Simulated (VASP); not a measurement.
# Co (P6_3/mmc) in VASP: single point with r2SCAN

Aim: the single point of Co with r2SCAN.

Program: VASP 6.6.1. These are calculated values, not measurements. Logs are shortened: lines on timing, memory, paths and dates and some standing lists are left out, and cuts for length are marked.

**1. The cell of the first run**

Symmetry: P6_3/mmc, No. 194, hexagonal system. The conventional cell has a = 2.401 Å, b = 2.401 Å, c = 8.570 Å, α = 90.00°, β = 90.00°, γ = 120.00°. Co (site symmetry -3m) has 12 Co at 2.40 to 2.55 Å within 3.2 Å. Within 3.2 Å of Co (site symmetry -6m2) lie 12 Co at 2.40 to 2.55 Å.

**2. Single point, r2SCAN, collinear spin, antiferromagnetic start (10.70 Å³/atom)**

POSCAR

```
Co
1.0
    2.4013565616      0.0000000000      0.0000000000
   -1.2006782808      2.0796357859      0.0000000000
    0.0000000000      0.0000000000      8.5703741770
Co
4
Direct
    1.0000000000      1.0000000000      0.0000000000
    1.0000000000      0.0000000000      0.5000000000
    0.3333333333      0.6666666667      0.2500000000
    0.6666666667      0.3333333333      0.7500000000
```

INCAR.step1

```
SYSTEM = Co
PREC = Accurate ; ENCUT = 660
ISMEAR = -1 ; SIGMA = 0.05
LREAL = .False. ; LASPH = .True.
NELM = 200 ; ISPIN = 2
MAGMOM = 1.908 1.908 -1.898 -1.898 ; LMAXMIX = 4
NBANDS = 30 ; GGA = PE
ALGO = Normal ; EDIFF = 1E-5
LWAVE = .True. ; LCHARG = .False.
GGA_COMPAT = .False.
```

INCAR.step2

```
SYSTEM = Co
PREC = Accurate ; ENCUT = 660
EDIFF = 1E-6 ; ISMEAR = -1
SIGMA = 0.05 ; LREAL = .False.
LASPH = .True. ; NELM = 200
ALGO = Normal ; ISIF = 2
LWAVE = .False. ; LCHARG = .False.
ISPIN = 2 ; MAGMOM = 1.908 1.908 -1.898 -1.898
LORBIT = 11 ; LMAXMIX = 4
METAGGA = R2SCAN ; LMIXTAU = .True.
NBANDS = 30 ; ISTART = 1
GGA_COMPAT = .False.
```

KPOINTS

```
Automatic mesh
0
Gamma
  17 17 4
  0 0 0
```

Potentials or basis: VASP PAW PBE potentials, release 64 (Co).

On the command line:

```console
$ cat potpaw_PBE.64/Co/POTCAR > POTCAR
$ cp INCAR.step1 INCAR
$ mpirun -np 1 vasp_std > vasp.out
$ cp INCAR.step2 INCAR
$ mpirun -np 1 vasp_std > vasp.out
```

OUTCAR:

```text
SYSTEM = Co
   PREC = Accurate
   ENCUT = 660
   EDIFF = 1E-6
   ISMEAR = -1
   LREAL = .False.
   LASPH = .True.
   NELM = 200
   ISIF = 2
   ISPIN = 2
   LORBIT = 11
   METAGGA = R2SCAN
   ISTART = 1

 ion  position               nearest neighbor table
   1  0.000  0.000  0.000-   3 2.55   4 2.55   4 2.55   3 2.55   4 2.55   3 2.55
   2  0.000  0.000  0.500-   3 2.55   4 2.55   4 2.55   3 2.55   4 2.55   3 2.55
   3  0.333  0.667  0.250-   1 2.55   2 2.55   1 2.55   2 2.55   1 2.55   2 2.55
   4  0.667  0.333  0.750-   1 2.55   2 2.55   1 2.55   2 2.55   1 2.55   2 2.55

  LATTYP: Found a hexagonal cell.
 ALAT       =     2.4013565616
 C/A-ratio  =     3.5689719361

  Lattice vectors:

 A1 = (   2.4013565616,   0.0000000000,   0.0000000000)
 A2 = (  -1.2006782808,   2.0796357859,   0.0000000000)
 A3 = (   0.0000000000,   0.0000000000,   8.5703741770)

Analysis of symmetry for initial positions (statically):
=====================================================================
 Subroutine PRICEL returns:
 Original cell was already a primitive cell.

 Routine SETGRP: Setting up the symmetry group for a
 hexagonal supercell.

 Subroutine GETGRP returns: Found 24 space group operations
 (whereof 12 operations were pure point group operations)
 out of a pool of 24 trial point group operations.

The static configuration has the point symmetry D_3d.
 The point group associated with its full space group is D_6h.

Analysis of symmetry for dynamics (positions and initial velocities):
=====================================================================
 Subroutine PRICEL returns:
 Original cell was already a primitive cell.

 Routine SETGRP: Setting up the symmetry group for a
 hexagonal supercell.

 Subroutine GETGRP returns: Found 24 space group operations
 (whereof 12 operations were pure point group operations)
 out of a pool of 24 trial point group operations.

The dynamic configuration has the point symmetry D_3d.
 The point group associated with its full space group is D_6h.

Analysis of structural, dynamic, and magnetic symmetry:
=====================================================================
 Subroutine PRICEL returns:
 Original cell was already a primitive cell.

 Routine SETGRP: Setting up the symmetry group for a
 hexagonal supercell.

 Subroutine GETGRP returns: Found 24 space group operations
 (whereof 12 operations were pure point group operations)
 out of a pool of 24 trial point group operations.

The overall configuration has the point symmetry D_3d.
 The point group associated with its full space group is D_6h.

 Subroutine INISYM returns: Found 24 space group operations
 (whereof 12 operations are pure point group operations),
[... 131 lines left out ...]
 spin polarized calculation
  energy-cutoff  :      660.00
  volume of cell :       42.80
 maximum number of plane-waves:      1676
 NGX is ok and might be reduce to    20
   NGX =  9   NGY =  9   NGZ = 35

 number of electron      35.9999997 magnetization      -0.0071160

 number of electron      35.9999997 magnetization       0.0172734

 Free energy of the ion-electron system (eV)
  ---------------------------------------------------
  ext. energy  EPLUGINS =         0.00000000
  ---------------------------------------------------
  free energy    TOTEN  =       -51.83753056 eV

  energy without entropy =      -51.80831145  energy(sigma->0) =      -51.82292101

 E-fermi :  10.5780     XC(G=0): -14.7418

 val. band max:       10.5771139680   @ k =   0.1765   0.0588   0.5000
 cond. band min:      10.5839652277   @ k =   0.3529   0.0588   0.2500
 fundamental gap:      0.0068512597
 Fermi energy:        10.5779567096

 spin component 1

 k-point     1 :       0.0000    0.0000    0.0000
  band No.  band energies     occupation
      1       0.8306      1.00000
      2       2.8676      1.00000
      3       2.9913      1.00000
      4       4.9944      1.00000
      5       6.9101      1.00000
      6       7.3937      1.00000
[... 781 lines left out ...]
     29      26.1758      0.00000
     30      26.3294      0.00000

 [... further k-points ...]

 spin component 2

 k-point     1 :       0.0000    0.0000    0.0000
  band No.  band energies     occupation
      1       0.8212      1.00000
      2       2.8617      1.00000
      3       2.9815      1.00000
      4       5.0007      1.00000
      5       6.9114      1.00000
      6       7.3976      1.00000
[... 781 lines left out ...]
     29      26.4277      0.00000
     30      26.4378      0.00000

 [... further k-points ...]

------------------------ aborting loop because EDIFF is reached ----------------------------------------

  FORCE on cell =-STRESS in cart. coord.  units (eV):
  Direction    XX          YY          ZZ          XY          YZ          ZX
  --------------------------------------------------------------------------------------
  -------------------------------------------------------------------------------------
  Total        2.3942302      2.3942302      1.6630460     -0.0000000      0.0000000      0.0000000
  in kB       89.6257444     89.6257444     62.2545527     -0.0000000      0.0000000      0.0000000
  external PRESSURE =      80.5020138 kB  Pullay stress =       0.0000000 kB

 VOLUME and BASIS-vectors are now :
 -----------------------------------------------------------------------------
  energy-cutoff  :      660.00
  volume of cell :       42.80
      direct lattice vectors                 reciprocal lattice vectors
     2.401356562  0.000000000  0.000000000     0.416431286  0.240426715  0.000000000
    -1.200678281  2.079635786  0.000000000     0.000000000  0.480853430  0.000000000
     0.000000000  0.000000000  8.570374177     0.000000000  0.000000000  0.116681020

 POSITION                                       TOTAL-FORCE (eV/Angst)
 -----------------------------------------------------------------------------------
      0.00000      0.00000      0.00000        -0.000000      0.000000      0.000000
      0.00000      0.00000      4.28519        -0.000000      0.000000      0.000000
     -0.00000      1.38642      2.14259        -0.000000     -0.000000      0.000000
      1.20068      0.69321      6.42778         0.000000      0.000000     -0.000000
 -----------------------------------------------------------------------------------
    total drift:                                0.000000     -0.000000      0.000000

  FREE ENERGIE OF THE ION-ELECTRON SYSTEM (eV)
  ---------------------------------------------------
  free  energy   TOTEN  =       -51.8375305621 eV

  energy  without entropy=      -51.8083114497  energy(sigma->0) =      -51.82292101

 total charge

# of ion       s       p       d       tot
------------------------------------------
    1        0.525   0.592   7.218   8.336
    2        0.525   0.592   7.218   8.336
    3        0.525   0.594   7.218   8.336
    4        0.525   0.594   7.218   8.336
--------------------------------------------------
tot          2.100   2.371  28.872  33.344

 magnetization (x)

# of ion       s       p       d       tot
------------------------------------------
    1       -0.002  -0.002   1.824   1.819
    2       -0.002  -0.002   1.824   1.819
    3        0.001  -0.002  -1.808  -1.809
    4        0.001  -0.002  -1.808  -1.809
--------------------------------------------------
tot         -0.001  -0.009   0.031   0.020
```

OUTCAR.step1:

```text
SYSTEM = Co
   PREC = Accurate
   ENCUT = 660
   ISMEAR = -1
   LREAL = .False.
   LASPH = .True.
   NELM = 200
[... 1838 lines left out ...]
      0.00000      0.00000      4.28519        -0.000000      0.000000      0.000000
     -0.00000      1.38642      2.14259         0.000000     -0.000000      0.000000
      1.20068      0.69321      6.42778        -0.000000      0.000000     -0.000000
 -----------------------------------------------------------------------------------
    total drift:                                0.000000     -0.000000      0.000000

  FREE ENERGIE OF THE ION-ELECTRON SYSTEM (eV)
  ---------------------------------------------------
  free  energy   TOTEN  =       -27.1644413393 eV

  energy  without entropy=      -27.0953430356  energy(sigma->0) =      -27.12989219
```

OSZICAR.step1:

```text
N       E                     dE             d eps       ncg     rms          rms(c)
DAV:   1     0.263843634217E+03    0.26384E+03   -0.17600E+04 12080   0.189E+03
DAV:   2    -0.141877941808E+02   -0.27803E+03   -0.26044E+03 11886   0.339E+02
DAV:   3    -0.314864537999E+02   -0.17299E+02   -0.16272E+02 13260   0.113E+02
[... 26 lines left out ...]
DAV:  30    -0.271633453648E+02   -0.86758E-03   -0.28762E-03 17420   0.763E-01    0.169E-01
DAV:  31    -0.271639570883E+02   -0.61172E-03   -0.89520E-04 17708   0.373E-01    0.212E-01
DAV:  32    -0.271636173697E+02    0.33972E-03   -0.33100E-04 14848   0.281E-01    0.179E-01
DAV:  33    -0.271637145493E+02   -0.97180E-04   -0.23072E-05  6958   0.809E-02    0.186E-01
DAV:  34    -0.271644327031E+02   -0.71815E-03   -0.71164E-04 15448   0.413E-01    0.244E-01
DAV:  35    -0.271644413393E+02   -0.86362E-05   -0.66410E-05 11292   0.708E-02
   1 F= -.27164441E+02 E0= -.27129892E+02  d E =-.690983E-01  mag=     0.8569
```

It took 51 min on 1 thread of Intel Xeon 8259CL, shared host; peak memory 0.37 GiB.

Results:

```yaml
Free_energy: -51.8375 eV
Pressure: 8.1 GPa
Band_gap_on_the_k_mesh: zero (filled and empty bands overlap)
Net_moment: 0.02 μB per cell
Site_moments: Co +1.82, -1.81 (each value once) μB
Valence_electrons_inside_the_program's_atomic_spheres: Co 8.34
```

Levels at points of the mesh, in eV from the Fermi level:
Spin up:
```csv
k point,band 16,band 17,band 18,band 19,band 20,band 21
"(0.00, 0.00, 0.00)",-1.60,-0.92,-0.92,-0.79,-0.79,1.29
"(0.00, 0.00, 0.50)",-2.40,-0.85,-0.85,-0.85,-0.85,1.34
```
Spin down:
| k point | band 15 | band 16 | band 17 | band 18 | band 19 | band 20 | band 21 | band 22 |
| --- | --- | --- | --- | --- | --- | --- | --- | --- |
| (0.00, 0.00, 0.00) | -2.34 | -1.61 | -0.89 | -0.89 | -0.79 | -0.79 | 1.35 | 1.35 |
| (0.00, 0.00, 0.50) | -2.41 | -2.41 | -0.84 | -0.84 | -0.84 | -0.84 | 1.36 | 1.36 |

Caveat: the cell stands under pressure; the PAW data sets were made with another functional, which shifts forces and pressure a little.
